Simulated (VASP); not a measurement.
A run of VASP 6.6.1 is set up as follows.

The input INCAR:

```
SYSTEM = SiO2
PREC     = Accurate       ! precision mode
ENCUT    = 520            ! plane-wave cutoff, eV
EDIFF    = 1E-6           ! SCF threshold, eV
ISMEAR   = 0              ! smearing method
SIGMA    = 0.05           ! smearing width, eV
LREAL    = .FALSE.        ! projectors in reciprocal space
LASPH    = .TRUE.         ! aspherical terms in the spheres
NELM     = 60             ! most SCF steps
ALGO     = Normal         ! electronic algorithm
ISIF     = 2              ! what is computed and relaxed
LWAVE    = .FALSE.        ! write WAVECAR
LCHARG   = .FALSE.        ! write CHGCAR
NBANDS   = 25             ! bands
```

Contents of KPOINTS:

```
Automatic mesh
0
G
  8 8 8
  0 0 0
```

File POSCAR:

```
SiO2
1.0
   -2.4227747799      2.4227747799      3.7641348058
    2.4227747799     -2.4227747799      3.7641348058
    2.4227747799      2.4227747799     -3.7641348058
Si O
2 4
Direct
    0.0000000000      0.0000000000      0.0000000000
    0.7500000000      0.2500000000      0.5000000000
    0.9742769968      0.6250000000      0.8492769968
    0.3750000000      0.2242769968      0.3492769968
    0.7757230032      0.1250000000      0.1507230032
    0.8750000000      0.0257230032      0.6507230032
```

Potentials or basis: VASP PAW LDA potentials, release 64 (Si, O).

Command:

```sh
$ cat potpaw_LDA.64/Si/POTCAR potpaw_LDA.64/O/POTCAR > POTCAR
$ mpirun -np 1 vasp_std > vasp.out
```

(1) Estimate the band gap on the k mesh.

(2) What does it give for the largest force?

(3) Estimate the pressure.

Answers

(1) 5.71 eV.

(2) 0.076 eV/Å.

(3) 0.4 GPa.
